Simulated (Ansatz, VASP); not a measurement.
## Rh in VASP and in Ansatz

The input INCAR:

```
  PREC = Accurate
  ENCUT = 520
  EDIFF = 1E-6
  ISMEAR = 0
  SIGMA = 0.15
  LREAL = False
  LASPH = True
  NELM = 100
  ALGO = Fast
  ISIF = 2
  LWAVE = False
  LCHARG = True
  GGA = PS
  LELF = True
  LVHAR = True
  NBANDS = 14
```

File KPOINTS:

```
Automatic mesh
0
Gamma
  22 22 22
```

POSCAR

```
Rh
1.0
    0.0000000000      1.9015500000      1.9348271250
    1.9015500000      0.0000000000      1.9348271250
    1.9015500000      1.9015500000      0.0000000000
Rh
1
Direct
    0.0000000000      0.0000000000      0.0000000000
```

Input for Ansatz:

```yaml
crystal:
  lattice:
    - [0.0, 1.90155, 1.934827125]
    - [1.90155, 0.0, 1.934827125]
    - [1.90155, 1.90155, 0.0]
  atoms:
    - { symbol: Rh, position: [0.0, 0.0, 0.0] }
basis:
  ecutwfc: 420
kpoints:
  mp_grid: { grid: [22, 22, 22] }
hamiltonian:
  xc: pbesol
scf:
  occupations: { method: gaussian, width: 0.15 }
output:
  forces: true
  stress: true
  eigenvalues: true
  write_density: true
  write_potential: true
  elf: true
  volumetric_format: npy
```

Change from the starting cell: strain +0.0175 x Voigt [0, 0, 1, 0, 0, 0], atoms carried along.

Alike in both runs: task single point; functional PBEsol; k mesh 22 × 22 × 22; occupations gaussian, width 0.15 eV; no spin polarisation.

|  | VASP | Ansatz |
| --- | --- | --- |
| version | VASP 6.6.1 | Ansatz 0.2.0 |
| potentials or method | VASP PAW PBE potentials, release 64 (Rh_pv), cutoff 520 eV | scalar-relativistic, plane waves, PAW |
| valence electrons in the cell | 15 | 17 |

Ansatz gave:

```
gap on the k mesh at the Fermi level (eV)                     : none
pressure (GPa)                                                : -9.5
traceless stress, the component that is largest in VASP (GPa) : -2.76
```

Problem. What did VASP give for the same quantities?

Solution. gap on the k mesh at the Fermi level (eV): none; pressure (GPa): -9.6; traceless stress, the component that is largest in VASP (GPa): -2.75.

VASP's potentials were made for PBE, not for PBEsol. A gap of «none» marks a metal or a gap that the smearing closes. The functional is the same, so the differences come from potentials, cutoffs and numerics. VASP's potentials hold 15 valence electrons a cell and Ansatz's 17, so a difference there can come from the potentials and not from the codes.
